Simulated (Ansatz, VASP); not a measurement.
One calculation of AlP, two programs

INCAR

```
SYSTEM = AlP
PREC = Accurate ; ENCUT = 500
EDIFF = 1E-6 ; ISMEAR = 0
SIGMA = 0.02 ; LREAL = .False.
LASPH = .True. ; NELM = 120
ALGO = Normal ; ISIF = 2
LWAVE = .False. ; LCHARG = .False.
GGA = PE ; NBANDS = 11
GGA_COMPAT = .False.
```

KPOINTS

```
regular mesh
0
Gamma
  8 8 8
  0 0 0
```

The input POSCAR:

```
AlP
1.0
    0.0000000000      2.6559179850      2.6559179850
    2.6559179850      0.0000000000      2.6559179850
    2.6559179850      2.6559179850      0.0000000000
Al P
1 1
Direct
    0.0000000000      0.0000000000      0.0000000000
    0.7500000000      0.7500000000      0.7500000000
```

Input for Ansatz:

```yaml
crystal:
  lattice:
    - [0.0, 2.655917985, 2.655917985]
    - [2.655917985, 0.0, 2.655917985]
    - [2.655917985, 2.655917985, 0.0]
  atoms:
    - { symbol: Al, position: [0.0, 0.0, 0.0] }
    - { symbol: P, position: [0.75, 0.75, 0.75] }
basis:
  ecutwfc: 420
kpoints:
  mp_grid: { grid: [8, 8, 8] }
hamiltonian:
  xc: pbe
scf:
  occupations: { method: gaussian, width: 0.02 }
output:
  forces: true
  stress: true
  eigenvalues: true
```

Alike in both runs: task single point; functional PBE; k mesh 8 × 8 × 8; occupations gaussian, width 0.02 eV; no spin polarisation.

|  | VASP | Ansatz |
| --- | --- | --- |
| version | VASP 6.6.1 | Ansatz 0.2.0 |
| potentials or method | VASP PAW PBE potentials, release 64 (Al, P), cutoff 500 eV | scalar-relativistic, plane waves, PAW |
| valence electrons in the cell | 8 | 8 |

Ansatz gave:

```
gap on the k mesh at the Fermi level (eV) : 1.40
least direct gap on the mesh (eV)         : 3.68
pressure (GPa)                            : 11.2
```

**Question.** What did VASP give for the same quantities?

**Answer.** gap on the k mesh at the Fermi level (eV): 1.40; least direct gap on the mesh (eV): 3.68; pressure (GPa): 11.1.

With one functional, cell and mesh, what is left measures potentials, basis and numerics.
